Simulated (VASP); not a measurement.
# Be3Te2O (Cm) in VASP: relaxation of cell and atoms with PBE

Aim: the relaxation of cell and atoms of Be3Te2O with PBE.

Everything below comes from runs of VASP 6.6.1. Logs are shortened: lines on timing, memory, paths and dates and some standing lists are left out, and cuts for length are marked.

**1. The cell of the first run**

The structure is monoclinic, space group Cm (No. 8). The conventional cell has a = 6.157 Å, b = 10.789 Å, c = 4.025 Å, α = 90.00°, β = 123.44°, γ = 90.00°. Be (site symmetry 1) has 1 O at 1.59 Å within 2.1 Å. Be (site symmetry m) has 1 O at 1.52 Å within 2.0 Å. Te (site symmetry 1) has 4 Be at 2.41 to 2.55 Å within 3.2 Å. Within 2.0 Å of O (site symmetry m) lie 3 Be at 1.52 to 1.59 Å.

**2. Relaxation of cell and atoms, PBE**

INCAR

```
SYSTEM = Be3Te2O
PREC     = Accurate       ! precision mode
ENCUT    = 600            ! plane-wave cutoff, eV
EDIFF    = 1E-6           ! SCF threshold, eV
ISMEAR   = 0              ! smearing method
SIGMA    = 0.02           ! smearing width, eV
LREAL    = .FALSE.        ! projectors in reciprocal space
LASPH    = .TRUE.         ! aspherical terms in the spheres
NELM     = 60             ! most SCF steps
ALGO     = Normal         ! electronic algorithm
ISIF     = 3              ! what is computed and relaxed
LWAVE    = .FALSE.        ! write WAVECAR
LCHARG   = .FALSE.        ! write CHGCAR
GGA      = PE             ! functional
IBRION   = 2              ! ionic algorithm
NSW      = 100            ! ionic steps
EDIFFG   = -0.01          ! ionic threshold
```

KPOINTS

```
Automatic mesh
0
G
  6 6 8
  0 0 0
```

POSCAR

```
Be3Te2O
1.0
    3.0785833212     -5.3946758228      0.0000000000
    3.0785833212      5.3946758228      0.0000000000
   -2.2177457833      0.0000000000      3.3585316365
Be Te O
3 2 1
Direct
    0.9218146869      0.6694444026      0.7570771609
    0.6694444026      0.9218146869      0.7570771609
    0.2162978125      0.2162978125      0.9021802578
    0.6764636014      0.3448129321      0.0087166344
    0.3448129321      0.6764636014      0.0087166344
    0.9512029068      0.9512029068      0.8473239523
```

Potentials or basis: VASP PAW PBE potentials, release 64 (Be, Te, O).

Launch:

```sh
cat potpaw_PBE.64/Be/POTCAR potpaw_PBE.64/Te/POTCAR potpaw_PBE.64/O/POTCAR > POTCAR
mpirun -np 1 vasp_std > vasp.out
```

OUTCAR:

```text
SYSTEM = Be3Te2O
   PREC = Accurate
   ENCUT = 600
   EDIFF = 1E-6
   ISMEAR = 0
   LREAL = .FALSE.
   LASPH = .TRUE.
   NELM = 60
   ISIF = 3
   GGA = PE
   IBRION = 2
   NSW = 100
   EDIFFG = -0.01

 ion  position               nearest neighbor table
   1  0.922  0.669  0.757-   6 1.59   4 2.50   5 2.52   4 2.55
   2  0.669  0.922  0.757-   6 1.59   5 2.50   4 2.52   5 2.55
   3  0.216  0.216  0.902-   6 1.52   5 2.41   4 2.41
   4  0.676  0.345  0.009-   3 2.41   1 2.50   2 2.52   1 2.55   5 3.57   5 3.57   5 3.58
   5  0.345  0.676  0.009-   3 2.41   2 2.50   1 2.52   2 2.55   4 3.57   4 3.57   4 3.58
   6  0.951  0.951  0.847-   3 1.52   2 1.59   1 1.59

  LATTYP: Found a base centered monoclinic cell.
 ALAT       =     6.1571666424
 B/A-ratio  =     1.7523241244
 C/A-ratio  =     0.6536594544
 COS(beta)  =    -0.5510351554

  Lattice vectors:

 A1 = (   3.0785833212,  -5.3946758228,   0.0000000000)
 A2 = (   3.0785833212,   5.3946758228,   0.0000000000)
 A3 = (  -2.2177457833,   0.0000000000,   3.3585316365)

Analysis of symmetry for initial positions (statically):
=====================================================================
 Subroutine PRICEL returns:
 Original cell was already a primitive cell.

 Routine SETGRP: Setting up the symmetry group for a
 base centered monoclinic supercell.

 Subroutine GETGRP returns: Found  2 space group operations
 (whereof  2 operations were pure point group operations)
 out of a pool of  4 trial point group operations.

The static configuration has the point symmetry C_1h.

Analysis of symmetry for dynamics (positions and initial velocities):
=====================================================================
 Subroutine PRICEL returns:
 Original cell was already a primitive cell.

 Routine SETGRP: Setting up the symmetry group for a
 base centered monoclinic supercell.

 Subroutine GETGRP returns: Found  2 space group operations
 (whereof  2 operations were pure point group operations)
 out of a pool of  4 trial point group operations.

The dynamic configuration has the point symmetry C_1h.

 Subroutine INISYM returns: Found  2 space group operations
 (whereof  2 operations are pure point group operations),
 and found     1 'primitive' translations

----------------------------------------------------------------------------------------

                                     Primitive cell

  volume of cell :     111.5567

  direct lattice vectors                    reciprocal lattice vectors
     3.078583321 -5.394675823  0.000000000     0.162412366 -0.092683975  0.107246076
     3.078583321  5.394675823  0.000000000     0.162412366  0.092683975  0.107246076
    -2.217745783  0.000000000  3.358531636     0.000000000  0.000000000  0.297749168

  length of vectors
     6.211296362  6.211296362  4.024690188     0.215568589  0.215568589  0.297749168

  position of ions in fractional coordinates (direct lattice)
     0.921814687  0.669444403  0.757077161
     0.669444403  0.921814687  0.757077161
     0.216297813  0.216297813  0.902180258
     0.676463601  0.344812932  0.008716634
     0.344812932  0.676463601  0.008716634
     0.951202907  0.951202907  0.847323952

  ion indices of the primitive-cell ions
   primitive index   ion index
                 1           1
                 2           2
                 3           3
                 4           4
                 5           5
                 6           6

----------------------------------------------------------------------------------------

 KPOINTS: Automatic mesh

Automatic generation of k-mesh.
 Grid dimensions read from file:
 generate k-points for:    6    6    8

 Generating k-lattice:

  Cartesian coordinates                     Fractional coordinates (reciprocal lattice)
     0.027068728 -0.015447329  0.017874346     0.166666667  0.000000000 -0.000000000
     0.027068728  0.015447329  0.017874346     0.000000000  0.166666667 -0.000000000
     0.000000000  0.000000000  0.037218646     0.000000000  0.000000000  0.125000000

  Length of vectors
     0.035928098  0.035928098  0.037218646

  Shift w.r.t. Gamma in fractional coordinates (k-lattice)
     0.000000000  0.000000000  0.000000000

 Subroutine IBZKPT returns following result:
 ===========================================

 Found     89 irreducible k-points:

 Following reciprocal coordinates:
            Coordinates               Weight
  0.000000  0.000000  0.000000      1.000000
  0.166667  0.000000  0.000000      4.000000
  0.333333  0.000000  0.000000      4.000000
  0.500000  0.000000  0.000000      2.000000
  0.166667  0.166667  0.000000      2.000000
  0.333333  0.166667  0.000000      4.000000
[... 16 lines left out ...]
 -0.333333  0.166667  0.125000      4.000000
 -0.166667  0.166667  0.125000      4.000000
 [... further k-points ...]
   k-points           NKPTS =     89   k-points in BZ     NKDIM =     89   number of bands    NBANDS=     16
   number of dos      NEDOS =    301   number of ions     NIONS =      6
   total plane-waves  NPLWV =  80000
   dimension x,y,z NGX =    50 NGY =   50 NGZ =   32
   dimension x,y,z NGXF=   100 NGYF=  100 NGZF=   64
   ions per type =               3   2   1
   NGX,Y,Z   is equivalent  to a cutoff of  13.38, 13.38, 13.22 a.u.
   NGXF,Y,Z  is equivalent  to a cutoff of  26.77, 26.77, 26.44 a.u.
 SYSTEM =  Be3Te2O
   PREC   = accura    normal or accurate (medium, high low for compatibility)
   ISTART =      0    job   : 0-new  1-cont  2-samecut
   ICHARG =      2    charge: 1-file 2-atom 10-const
   ISPIN  =      1    spin polarized calculation?
   LNONCOLLINEAR =      F non collinear calculations
   LSORBIT =      F    spin-orbit coupling
   LASPH  =      T    aspherical Exc in radial PAW
   ENCUT  =  600.0 eV  44.10 Ry    6.64 a.u.  12.41 12.41  8.04*2*pi/ulx,y,z
   NELM   =     60;   NELMIN=  2; NELMDL= -5     # of ELM steps
   EDIFF  = 0.1E-05   stopping-criterion for ELM
   LREAL  =      F    real-space projection
   EDIFFG = -.1E-01   stopping-criterion for IOM
   NSW    =    100    number of steps for IOM
   IBRION =      2    ionic relax: 0-MD 1-quasi-New 2-CG
   NFREE  =      1    steps in history (QN), initial steepest desc. (CG)
   ISIF   =      3    stress and relaxation
   ISYM   =      2    0-nonsym 1-usesym 2-fastsym
   POTIM  = 0.5000    time-step for ionic-motion
   TEBEG  =    0.0;   TEEND  =   0.0 temperature during run
   PSTRESS=    0.0 pullay stress
   NELECT =      24.0000    total number of electrons
   NUPDOWN=      -1.0000    fix difference up-down
   EMIN   =  10.00;   EMAX   =-10.00  energy-range for DOS
   EFERMI =   0.00;   METHOD = LEGACY
   ISMEAR =     0;   SIGMA  =   0.02  broadening in eV -4-tet -1-fermi 0-gaus
   EFERMI_NEDOS =   21; number of points for ismear=-14 and -15
   IALGO  =     38    algorithm
   IMIX   =      4    mixing-type and parameters
     AMIX     =   0.40;   BMIX     =  1.00
     AMIX_MAG =   1.60;   BMIX_MAG =  1.00
  volume/ion in A,a.u.               =      18.59       125.47
  Fermi-wavevector in a.u.,A,eV,Ry     =   0.980950  1.853726 13.092370  0.962262
  Thomas-Fermi vector in A             =   2.111919
   LORBIT       =      0    0 simple, 1 ext, 2 COOP (PROOUT), +10 PAW based schemes
   GGA     = PE    functional components
   LHFCALC =     F    Hartree Fock is set to
   AEXX    =    0.0000 exact exchange contribution
   IVDW    =     0    specifies the selected vdW correction
   LEPSILON=     F    determine dielectric tensor
   LRPA    =     F    only Hartree local field effects (RPA)
 conjugate gradient relaxation of ions
 non-spin polarized calculation
 Gauss-broadening in eV      SIGMA  =   0.02
  energy-cutoff  :      600.00
  volume of cell :      111.56
 maximum number of plane-waves:      3748
 NGX is ok and might be reduce to    50
   NGX = 25   NGY = 25   NGZ = 17

--------------------------------------- Ionic step        1  -------------------------------------------

 number of electron      23.9999998 magnetization

 Free energy of the ion-electron system (eV)
  ---------------------------------------------------
  ext. energy  EPLUGINS =         0.00000000
  ---------------------------------------------------
  free energy    TOTEN  =       -28.20629341 eV

  energy without entropy =      -28.20629341  energy(sigma->0) =      -28.20629341

------------------------ aborting loop because EDIFF is reached ----------------------------------------

  FORCE on cell =-STRESS in cart. coord.  units (eV):
  Direction    XX          YY          ZZ          XY          YZ          ZX
  --------------------------------------------------------------------------------------
  -------------------------------------------------------------------------------------
  Total        0.0691178      0.1039980      0.0579913      0.0000000      0.0000000      0.0435811
  in kB        0.9926697      1.4936196      0.8328709      0.0000000      0.0000000      0.6259114
  external PRESSURE =       1.1063867 kB  Pullay stress =       0.0000000 kB
[... 65 lines left out ...]
  energy  without entropy=      -28.2063718003  energy(sigma->0) =      -28.20637180

--------------------------------------- Ionic step        3  -------------------------------------------

 number of electron      23.9999998 magnetization

 Free energy of the ion-electron system (eV)
  ---------------------------------------------------
  ext. energy  EPLUGINS =         0.00000000
  ---------------------------------------------------
  free energy    TOTEN  =       -28.20638450 eV

  energy without entropy =      -28.20638450  energy(sigma->0) =      -28.20638450

 E-fermi :   4.7736     XC(G=0):  -9.0176

 val. band max:        4.6574264033   @ k =   0.5000   0.5000   0.0000
 cond. band min:       6.6073211292   @ k =   0.5000   0.5000   0.0000
 fundamental gap:      1.9498947259
 Fermi energy:         4.7736425670

 k-point     1 :       0.0000    0.0000    0.0000
  band No.  band energies     occupation
      1     -15.1508      2.00000
      2      -7.3415      2.00000
      3      -5.3069      2.00000
      4      -1.9268      2.00000
      5      -1.8719      2.00000
      6       0.0284      2.00000
[... 8 lines left out ...]
     15       7.8998      0.00000
     16       9.4331      0.00000
[... 420 lines left out ...]
  band No.  band energies     occupation
      1     -15.1459      2.00000
      2      -7.1720      2.00000
      3      -5.4867      2.00000
      4      -1.9236      2.00000
      5      -1.8214      2.00000
      6       0.1092      2.00000
[... 8 lines left out ...]
     15       8.7817      0.00000
     16       9.2189      0.00000

 [... further k-points ...]

------------------------ aborting loop because EDIFF is reached ----------------------------------------

  FORCE on cell =-STRESS in cart. coord.  units (eV):
  Direction    XX          YY          ZZ          XY          YZ          ZX
  --------------------------------------------------------------------------------------
  -------------------------------------------------------------------------------------
  Total       -0.0029121     -0.0273413      0.0141114      0.0000000      0.0000000      0.0262056
  in kB       -0.0417675     -0.3921510      0.2023974      0.0000000      0.0000000      0.3758622
  external PRESSURE =      -0.0771737 kB  Pullay stress =       0.0000000 kB
[... 21 lines left out ...]
  FREE ENERGIE OF THE ION-ELECTRON SYSTEM (eV)
  ---------------------------------------------------
  free  energy   TOTEN  =       -28.2063845011 eV

  energy  without entropy=      -28.2063845011  energy(sigma->0) =      -28.20638450

 reached required accuracy - stopping structural energy minimisation
```

Wall time 3.4 min (1 thread of AMD EPYC 9R45 (Zen 5), shared host); peak memory 0.39 GiB.

Results:

* Free energy: -28.2064 eV
* Relaxed volume: 18.62 Å³/atom
* Relaxed cell: a = 6.215 Å, b = 6.215 Å, c = 4.025 Å, α = 105.84°, β = 105.84°, γ = 120.59°
* Space group after relaxing (to 0.1 Å): Cm (No. 8)
* Energy gained by relaxing: 0.0 meV/atom
* Ionic steps: 3
* Pressure after relaxing: 0.0 GPa
* Largest force after relaxing: 0.006 eV/Å
* Band gap on the k mesh: 1.95 eV

Forces in eV/Å, atoms in the order of the input:
```
Be   0.000  0.005  0.000
Be   0.000 -0.005  0.000
Be   0.001  0.000  0.003
Te   0.000 -0.005 -0.003
Te   0.000  0.005 -0.003
O   -0.003  0.000  0.002
```

Final structure:
```
CELL_PARAMETERS angstrom
3.07982 -5.39792 0.00078
3.07982 5.39792 0.00078
-2.21779 0.00000 3.35910
ATOMIC_POSITIONS crystal
Be 0.92179 0.66934 0.75706
Be 0.66934 0.92179 0.75706
Be 0.21626 0.21626 0.90219
Te 0.67651 0.34478 0.00866
Te 0.34478 0.67651 0.00866
O 0.95136 0.95136 0.84746
```

Levels at points of the mesh, in eV from the valence-band top:
| k point | band 9 | band 10 | band 11 | band 12 | band 13 | band 14 | band 15 | band 16 |
| --- | --- | --- | --- | --- | --- | --- | --- | --- |
| (0.00, 0.00, 0.00) | -1.68 | -1.34 | -1.27 | -0.60 | 2.59 | 2.96 | 3.24 | 4.78 |
| (0.50, 0.00, 0.00) | -1.44 | -1.16 | -1.01 | -0.66 | 2.76 | 3.05 | 4.07 | 4.52 |
| (0.50, 0.50, 0.00) | -1.99 | -1.76 | -0.97 | 0.00 | 1.95 | 2.96 | 4.03 | 4.12 |
| (0.00, 0.00, 0.50) | -3.52 | -1.83 | -1.75 | -1.47 | 2.69 | 3.48 | 5.00 | 5.04 |
| (0.50, 0.00, 0.50) | -2.88 | -2.25 | -1.94 | -1.19 | 2.08 | 3.13 | 3.91 | 4.03 |
| (0.50, 0.50, 0.50) | -3.68 | -1.78 | -1.58 | -1.17 | 2.69 | 3.38 | 4.43 | 4.96 |

Caveat: spin-orbit coupling is left out, which moves the levels of the heavy elements.
